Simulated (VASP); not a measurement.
Input of a VASP 6.6.1 run:

File POSCAR:

```
RbSi2
1.0
    3.9716658493      0.0000000000      0.0000000000
   -1.9858329247      3.4395635208      0.0000000000
    0.0000000000      0.0000000000      6.0474150687
Rb Si
1 2
Direct
    0.0000000000      0.0000000000      0.0000000000
    0.3333333333      0.6666666667      0.4489264928
    0.6666666667      0.3333333333      0.5510735072
```

INCAR.step1

```
SYSTEM = RbSi2
PREC = Accurate ; ENCUT = 520
ISMEAR = 0 ; SIGMA = 0.1
LREAL = .False. ; LASPH = .True.
NELM = 100 ; NBANDS = 16
GGA = PE ; ALGO = Normal
EDIFF = 1E-4 ; LWAVE = .True.
LCHARG = .False.
```

INCAR.step2

```
SYSTEM = RbSi2
PREC = Accurate ; ENCUT = 520
EDIFF = 1E-6 ; ISMEAR = 0
SIGMA = 0.1 ; LREAL = .False.
LASPH = .True. ; NELM = 100
ALGO = Normal ; ISIF = 2
LWAVE = .False. ; LCHARG = .False.
METAGGA = R2SCAN ; LMIXTAU = .True.
NBANDS = 16 ; ISTART = 1
```

File KPOINTS:

```
regular mesh
0
Gamma
  12 12 8
  0 0 0
```

Potentials or basis: VASP PAW PBE potentials, release 64 (Rb_sv, Si).

Command:

```sh
$ cat potpaw_PBE.64/Rb_sv/POTCAR potpaw_PBE.64/Si/POTCAR > POTCAR
$ cp INCAR.step1 INCAR
$ mpirun -np 1 vasp_std > vasp.out
$ cp INCAR.step2 INCAR
$ mpirun -np 1 vasp_std > vasp.out
```

(1) Predict the pressure.

(2) Estimate the largest force.

Answers

(1) -0.8 GPa.

(2) 0.163 eV/Å.

Caveat: the PAW data sets were made with another functional, which shifts forces and pressure a little.
